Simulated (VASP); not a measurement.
# HfB (Fm-3m) in VASP: a series of runs, part 2 of 2

VASP 6.6.1. The steps go on from the part before.

## (4) Single point, PBEsol (equal strain along all axes, cell held: +4.5 %)

The input, INCAR:

```
SYSTEM = HfB
ALGO = Normal
EDIFF = 1E-6
ENCUT = 520
GGA = PS
ISIF = 2
ISMEAR = 0
LASPH = .True.
LCHARG = .True.
LELF = .True.
LREAL = .False.
LVHAR = .True.
LWAVE = .False.
NBANDS = 21
NELM = 80
PREC = Accurate
SIGMA = 0.1
```

The input, KPOINTS:

```
k-points
0
Gamma
  16 16 12
  0 0 0
```

The input, POSCAR:

```
HfB
1.0
    2.5016753146      2.5016753146      0.0000000000
   -2.5016753146      2.5016753146      0.0000000000
    0.0000000000      0.0000000000      5.0033506293
Hf B
2 2
Direct
    0.5000000000      0.5000000000      0.0000000000
    0.0000000000      0.0000000000      0.5000000000
    0.0000000000      0.0000000000      0.0000000000
    0.5000000000      0.5000000000      0.5000000000
```

Potentials or basis: VASP PAW PBE potentials, release 64 (Hf_pv, B).

The run is started by

```console
cat potpaw_PBE.64/Hf_pv/POTCAR potpaw_PBE.64/B/POTCAR > POTCAR
mpirun -np 1 vasp_std > vasp.out
```

OUTCAR:

```text
SYSTEM = HfB
   EDIFF = 1E-6
   ENCUT = 520
   GGA = PS
   ISIF = 2
   ISMEAR = 0
   LASPH = .True.
   LREAL = .False.
   NELM = 80
   PREC = Accurate

 ion  position               nearest neighbor table
   1  0.500  0.500  0.000-   3 2.50   3 2.50   3 2.50   3 2.50   4 2.50   4 2.50   2 3.54   2 3.54
                             2 3.54   2 3.54   2 3.54   2 3.54   2 3.54   2 3.54
   2  0.000  0.000  0.500-   4 2.50   4 2.50   4 2.50   4 2.50   3 2.50   3 2.50   1 3.54   1 3.54
                             1 3.54   1 3.54   1 3.54   1 3.54   1 3.54   1 3.54
   3  0.000  0.000  0.000-   1 2.50   1 2.50   1 2.50   1 2.50   2 2.50   2 2.50
   4  0.500  0.500  0.500-   2 2.50   2 2.50   2 2.50   2 2.50   1 2.50   1 2.50

  LATTYP: Found a simple tetragonal cell.
 ALAT       =     3.5379031586
 C/A-ratio  =     1.4142135624

  Lattice vectors:

 A1 = (   2.5016753146,   2.5016753146,   0.0000000000)
 A2 = (  -2.5016753146,   2.5016753146,   0.0000000000)
 A3 = (   0.0000000000,   0.0000000000,   5.0033506293)

Analysis of symmetry for initial positions (statically):
=====================================================================
 Subroutine PRICEL returns following result:

  LATTYP: Found a face centered cubic cell.
 ALAT       =     5.0033506292

  Lattice vectors:

 A1 = (   0.0000000000,  -2.5016753146,  -2.5016753146)
 A2 = (   2.5016753146,   0.0000000000,  -2.5016753146)
 A3 = (   2.5016753146,  -2.5016753146,   0.0000000000)

   2 primitive cells build up your supercell.

 Routine SETGRP: Setting up the symmetry group for a
 simple tetragonal supercell.

 Subroutine GETGRP returns: Found 16 space group operations
 (whereof 16 operations were pure point group operations)
 out of a pool of 16 trial point group operations.

The static configuration has the point symmetry D_4h.

Analysis of symmetry for dynamics (positions and initial velocities):
=====================================================================
 Subroutine PRICEL returns following result:

  LATTYP: Found a face centered cubic cell.
 ALAT       =     5.0033506292

  Lattice vectors:

 A1 = (   0.0000000000,  -2.5016753146,  -2.5016753146)
 A2 = (   2.5016753146,   0.0000000000,  -2.5016753146)
 A3 = (   2.5016753146,  -2.5016753146,   0.0000000000)

   2 primitive cells build up your supercell.

 Routine SETGRP: Setting up the symmetry group for a
 simple tetragonal supercell.

 Subroutine GETGRP returns: Found 16 space group operations
 (whereof 16 operations were pure point group operations)
 out of a pool of 16 trial point group operations.

The dynamic configuration has the point symmetry D_4h.

 Subroutine INISYM returns: Found 16 space group operations
 (whereof 16 operations are pure point group operations),
 and found     2 'primitive' translations

----------------------------------------------------------------------------------------

                                     Primitive cell

  volume of cell :      31.3129

  direct lattice vectors                    reciprocal lattice vectors
[... 28 lines left out ...]
    -0.012491629  0.012491629  0.000000000     0.000000000  0.062500000  0.000000000
     0.000000000  0.000000000  0.016655505     0.000000000  0.000000000  0.083333333

  Length of vectors
     0.017665831  0.017665831  0.016655505

  Shift w.r.t. Gamma in fractional coordinates (k-lattice)
     0.000000000  0.000000000  0.000000000

 Subroutine IBZKPT returns following result:
 ===========================================

 Found    315 irreducible k-points:

 Following reciprocal coordinates:
            Coordinates               Weight
  0.000000  0.000000  0.000000      1.000000
  0.062500  0.000000  0.000000      4.000000
  0.125000  0.000000  0.000000      4.000000
  0.187500  0.000000  0.000000      4.000000
  0.250000  0.000000  0.000000      4.000000
  0.312500  0.000000  0.000000      4.000000
[... 16 lines left out ...]
  0.437500  0.125000  0.000000      8.000000
  0.500000  0.125000  0.000000      4.000000
 [... further k-points ...]
   k-points           NKPTS =    315   k-points in BZ     NKDIM =    315   number of bands    NBANDS=     21
   number of dos      NEDOS =    301   number of ions     NIONS =      4
   total plane-waves  NPLWV =  31360
   dimension x,y,z NGX =    28 NGY =   28 NGZ =   40
   dimension x,y,z NGXF=    56 NGYF=   56 NGZF=   80
   ions per type =               2   2
   NGX,Y,Z   is equivalent  to a cutoff of  13.16, 13.16, 13.29 a.u.
   NGXF,Y,Z  is equivalent  to a cutoff of  26.31, 26.31, 26.58 a.u.
 SYSTEM =  HfB
   PREC   = accura    normal or accurate (medium, high low for compatibility)
   ISTART =      0    job   : 0-new  1-cont  2-samecut
   ICHARG =      2    charge: 1-file 2-atom 10-const
   ISPIN  =      1    spin polarized calculation?
   LNONCOLLINEAR =      F non collinear calculations
   LSORBIT =      F    spin-orbit coupling
   LASPH  =      T    aspherical Exc in radial PAW
   ENCUT  =  520.0 eV  38.22 Ry    6.18 a.u.   6.58  6.58  9.30*2*pi/ulx,y,z
   NELM   =     80;   NELMIN=  2; NELMDL= -5     # of ELM steps
   EDIFF  = 0.1E-05   stopping-criterion for ELM
   LREAL  =      F    real-space projection
   EDIFFG = 0.1E-04   stopping-criterion for IOM
   NSW    =      0    number of steps for IOM
   IBRION =     -1    ionic relax: 0-MD 1-quasi-New 2-CG
   NFREE  =      0    steps in history (QN), initial steepest desc. (CG)
   ISIF   =      2    stress and relaxation
   ISYM   =      2    0-nonsym 1-usesym 2-fastsym
   POTIM  = 0.5000    time-step for ionic-motion
   TEBEG  =    0.0;   TEEND  =   0.0 temperature during run
   PSTRESS=    0.0 pullay stress
   NELECT =      26.0000    total number of electrons
   NUPDOWN=      -1.0000    fix difference up-down
   EMIN   =  10.00;   EMAX   =-10.00  energy-range for DOS
   EFERMI =   0.00;   METHOD = LEGACY
   ISMEAR =     0;   SIGMA  =   0.10  broadening in eV -4-tet -1-fermi 0-gaus
   EFERMI_NEDOS =   21; number of points for ismear=-14 and -15
   IALGO  =     38    algorithm
   IMIX   =      4    mixing-type and parameters
     AMIX     =   0.40;   BMIX     =  1.00
     AMIX_MAG =   1.60;   BMIX_MAG =  1.00
  volume/ion in A,a.u.               =      15.66       105.65
  Fermi-wavevector in a.u.,A,eV,Ry     =   1.221279  2.307883 20.293405  1.491523
  Thomas-Fermi vector in A             =   2.356467
   LORBIT       =      0    0 simple, 1 ext, 2 COOP (PROOUT), +10 PAW based schemes
   GGA     = PS    functional components
   LHFCALC =     F    Hartree Fock is set to
   AEXX    =    0.0000 exact exchange contribution
   IVDW    =     0    specifies the selected vdW correction
   LEPSILON=     F    determine dielectric tensor
   LRPA    =     F    only Hartree local field effects (RPA)
 non-spin polarized calculation
 Gauss-broadening in eV      SIGMA  =   0.10
  energy-cutoff  :      520.00
  volume of cell :       62.63
 maximum number of plane-waves:      1715
 NGX is ok and might be reduce to    28

 number of electron      25.9999999 magnetization

 Free energy of the ion-electron system (eV)
  ---------------------------------------------------
  ext. energy  EPLUGINS =         0.00000000
  ---------------------------------------------------
  free energy    TOTEN  =       -36.33402427 eV

  energy without entropy =      -36.32375133  energy(sigma->0) =      -36.32888780

 E-fermi :   3.5877     XC(G=0): -11.3081

 val. band max:        3.5873714502   @ k =   0.2500   0.1250   0.1667
 cond. band min:       3.5877550651   @ k =   0.5000   0.5000   0.2500
 fundamental gap:      0.0003836149
 Fermi energy:         3.5876666003

 k-point     1 :       0.0000    0.0000    0.0000
  band No.  band energies     occupation
      1     -26.1938      2.00000
      2     -26.0292      2.00000
      3     -26.0292      2.00000
      4     -25.9241      2.00000
      5     -25.9219      2.00000
      6     -25.9219      2.00000
[... 565 lines left out ...]
     20       9.5752      0.00000
     21       9.7356      0.00000

 [... further k-points ...]
[... 5 lines left out ...]
  --------------------------------------------------------------------------------------
  -------------------------------------------------------------------------------------
  Total       -7.2285893     -7.2285893     -7.2219799      0.0000000      0.0000000      0.0000000
  in kB     -184.9316787   -184.9316787   -184.7625890      0.0000000      0.0000000      0.0000000
  external PRESSURE =    -184.8753155 kB  Pullay stress =       0.0000000 kB

 VOLUME and BASIS-vectors are now :
 -----------------------------------------------------------------------------
  energy-cutoff  :      520.00
  volume of cell :       62.63
      direct lattice vectors                 reciprocal lattice vectors
     2.501675315  2.501675315  0.000000000     0.199866065  0.199866065  0.000000000
    -2.501675315  2.501675315  0.000000000    -0.199866065  0.199866065  0.000000000
     0.000000000  0.000000000  5.003350629     0.000000000  0.000000000  0.199866065

 POSITION                                       TOTAL-FORCE (eV/Angst)
 -----------------------------------------------------------------------------------
      0.00000      2.50168      0.00000         0.000000     -0.000000      0.000000
      0.00000      0.00000      2.50168        -0.000000      0.000000      0.000000
      0.00000      0.00000      0.00000        -0.000000      0.000000      0.000000
      0.00000      2.50168      2.50168        -0.000000      0.000000      0.000000
 -----------------------------------------------------------------------------------
    total drift:                               -0.000000      0.000000     -0.000000

  FREE ENERGIE OF THE ION-ELECTRON SYSTEM (eV)
  ---------------------------------------------------
  free  energy   TOTEN  =       -36.3340242699 eV

  energy  without entropy=      -36.3237513319  energy(sigma->0) =      -36.32888780
```

OSZICAR:

```text
N       E                     dE             d eps       ncg     rms          rms(c)
DAV:   1     0.679396793045E+02    0.67940E+02   -0.14101E+04 13254   0.117E+03
DAV:   2    -0.360269049552E+02   -0.10397E+03   -0.10036E+03 16602   0.266E+02
DAV:   3    -0.397089455690E+02   -0.36820E+01   -0.36269E+01 17429   0.343E+01
DAV:   4    -0.397433213386E+02   -0.34376E-01   -0.34313E-01 17158   0.381E+00
DAV:   5    -0.397436497837E+02   -0.32845E-03   -0.32841E-03 16910   0.341E-01    0.655E+01
DAV:   6    -0.364628533848E+02    0.32808E+01   -0.11927E+01 14480   0.129E+01    0.422E+01
DAV:   7    -0.363848434652E+02    0.78010E-01   -0.17583E+00 16865   0.644E+00    0.975E+00
DAV:   8    -0.363351588744E+02    0.49685E-01   -0.26077E-01 15380   0.212E+00    0.117E+00
DAV:   9    -0.363340744009E+02    0.10845E-02   -0.10923E-02 16247   0.616E-01    0.326E-01
DAV:  10    -0.363340263570E+02    0.48044E-04   -0.34555E-04 16662   0.107E-01    0.270E-02
DAV:  11    -0.363340260116E+02    0.34543E-06   -0.11939E-05 17233   0.171E-02    0.257E-02
DAV:  12    -0.363340242295E+02    0.17821E-05   -0.37430E-06 15503   0.118E-02    0.979E-04
DAV:  13    -0.363340242699E+02   -0.40448E-07   -0.15410E-07 10290   0.259E-03
   1 F= -.36334024E+02 E0= -.36328888E+02  d E =-.102729E-01
```

It took 8.1 min on 1 thread of Intel Xeon 8259CL, shared host; peak memory 0.47 GiB.

What came out:

- Free energy: -36.3340 eV
- Pressure: -18.5 GPa
- Band gap on the k mesh: zero (bands 13 and 14 overlap by 3.08 eV)

Levels at points of the mesh, in eV from the Fermi level:
| k point | band 9 | band 10 | band 11 | band 12 | band 13 | band 14 | band 15 | band 16 | band 17 | band 18 |
| --- | --- | --- | --- | --- | --- | --- | --- | --- | --- | --- |
| (0.00, 0.00, 0.00) | -1.40 | -0.64 | 1.68 | 1.68 | 1.86 | 1.86 | 1.86 | 3.30 | 3.30 | 3.32 |
| (0.50, 0.00, 0.00) | -2.62 | -2.62 | -1.06 | -1.06 | -0.65 | -0.65 | 3.71 | 3.71 | 5.19 | 5.19 |
| (0.50, 0.50, 0.00) | -1.40 | -1.40 | -0.64 | -0.64 | 1.68 | 1.68 | 1.68 | 1.68 | 4.75 | 4.75 |
| (0.00, 0.00, 0.50) | -1.52 | -1.52 | 0.38 | 0.38 | 1.20 | 1.20 | 1.20 | 1.20 | 3.96 | 3.96 |
| (0.50, 0.00, 0.50) | -4.36 | -4.36 | -1.02 | -1.02 | -1.02 | -1.02 | 4.98 | 4.98 | 4.98 | 4.98 |
| (0.50, 0.50, 0.50) | -1.37 | -1.37 | -1.37 | -1.37 | -1.22 | -1.22 | 4.38 | 4.38 | 4.38 | 4.38 |

Caveat: the cell differs from its parent crystal (equal strain along all axes, cell held: +4.5 %); the cell stands under tension; the PAW data sets were made with another functional, which shifts forces and pressure a little; spin-orbit coupling is left out, which moves the levels of the heavy elements.

## (5) Single point, PBEsol

This run uses another cell than the first one: it holds 2 atoms, not 4.

The input, INCAR:

```
PREC = Accurate
ENCUT = 500
EDIFF = 1E-6
ISMEAR = 0
SIGMA = 0.1
LREAL = F
LASPH = T
NELM = 120
ALGO = Normal
ISIF = 2
LWAVE = F
LCHARG = F
GGA = PS
NBANDS = 14
GGA_COMPAT = F
```

The input, KPOINTS:

```
Automatic mesh
0
Gamma
  16 16 16
```

The input, POSCAR:

```
HfB
1.0
    0.0000000000      2.2242040890      2.2242040890
    2.2242040890      0.0000000000      2.2242040890
    2.2242040890      2.2242040890      0.0000000000
Hf B
1 1
Direct
    0.5000000000      0.5000000000      0.5000000000
    0.0000000000      0.0000000000      0.0000000000
```

The run is started by

```console
cat potpaw_PBE.64/Hf_pv/POTCAR potpaw_PBE.64/B/POTCAR > POTCAR
mpirun -np 1 vasp_std > vasp.out
```

Wall time 33 s (1 thread of AMD EPYC 7R13 (Zen 3), shared host); peak memory 0.14 GiB.

The run converged. Its results:

| Item | Value |
| --- | --- |
| Free energy | -17.5176 eV |
| Pressure | 62.4 GPa |
| Band gap on the k mesh | zero (an odd number of electrons rules out a gap without spin polarisation) |

Levels at points of the mesh, in eV from the Fermi level:
```tsv
k point	band 4	band 5	band 6	band 7	band 8	band 9	band 10	band 11
(0.00, 0.00, 0.00)	-9.92	2.22	2.22	2.22	4.32	4.32	4.32	4.61
(0.50, 0.00, 0.00)	-5.44	-3.48	-1.64	-1.64	7.27	7.27	8.56	9.10
(0.50, 0.50, 0.00)	-7.07	-1.52	-0.46	2.83	2.83	6.98	8.89	8.89
```

Caveat: the cell stands under pressure; the PAW data sets were made with another functional, which shifts forces and pressure a little; spin-orbit coupling is left out, which moves the levels of the heavy elements.

## (6) The runs side by side

```tsv
cell	k mesh	cutoff (eV)	gap on the mesh (eV)	pressure (GPa)
a = 3.436, b = 3.436, c = 4.860 Å, 4 atoms, atomic positions A	16 × 16 × 12	520	none	-7.2
a = 3.487, b = 3.487, c = 4.932 Å, 4 atoms, atomic positions A	16 × 16 × 12	520	none	-13.4
a = 3.538, b = 3.538, c = 5.003 Å, 4 atoms, atomic positions A	16 × 16 × 12	520	none	-18.5
a = 3.145 Å, angles 60.0°, 2 atoms, atomic positions B	16 × 16 × 16	500	none	62.4
```

Alike in all rows: task single point; level PBEsol; potentials or basis VASP PAW PBE potentials, release 64 (Hf_pv, B); no spin polarisation; smearing gaussian 0.1 eV.

Caveats: the PAW data sets were made with another functional, which shifts forces and pressure a little; spin-orbit coupling is left out, which moves the levels of the heavy elements; the cell stands under tension (at least some runs); the cell stands under pressure (at least some runs).

Absolute energies hang on the potentials; compare differences alone.

The gap in the log of VASP goes by the Fermi energy; the results here count the filled bands.